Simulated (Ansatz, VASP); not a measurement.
Ru: VASP beside Ansatz

The input INCAR:

```
SYSTEM = Ru
ALGO = Normal ; EDIFF = 1E-6
ENCUT = 500 ; GGA = PE
GGA_COMPAT = .False. ; ISIF = 2
ISMEAR = 1 ; LASPH = .True.
LCHARG = .False. ; LREAL = .False.
LWAVE = .False. ; NBANDS = 13
NELM = 120 ; PREC = Accurate
SIGMA = 0.1
```

The input KPOINTS:

```
k-points
0
Gamma
  10 10 10
  0 0 0
```

Contents of POSCAR:

```
Ru
1.0
    0.0000000000      1.9150000000      1.9150000000
    1.9150000000      0.0000000000      1.9150000000
    1.9150000000      1.9150000000      0.0000000000
Ru
1
Direct
    0.0000000000      0.0000000000      0.0000000000
```

Input for Ansatz:

```yaml
crystal:
  lattice:
    bravais: fcc
    a: 3.83
  space_group: 225
  atoms:
    - { symbol: Ru, position: [0.0, 0.0, 0.0] }
  reduce_to_primitive: true
basis:
  ecutwfc: 421.77648681281397
kpoints:
  mp_grid:
    grid: [10, 10, 10]
hamiltonian:
  xc: pbe
scf:
  occupations:
    method: cold
    width: 0.1
output:
  stress: true
```

Alike in both runs: task single point; functional PBE; k mesh 10 × 10 × 10; no spin polarisation.

```csv
,VASP,Ansatz
version,VASP 6.6.1,Ansatz 0.2.0
potentials or method,"VASP PAW PBE potentials, release 64 (Ru_pv), cutoff 500 eV","plane waves, PAW"
occupations,"methfessel-paxton of order 1, width 0.1 eV","cold, width 0.1 eV"
valence electrons in the cell,14,16
```

VASP gave:

```
pressure (GPa) : -4.0
```

Task: Estimate Ansatz's values.

Result: Pressure (GPa): -3.9.

VASP's potentials hold 14 valence electrons a cell and Ansatz's 16, so a difference there can come from the potentials and not from the codes.
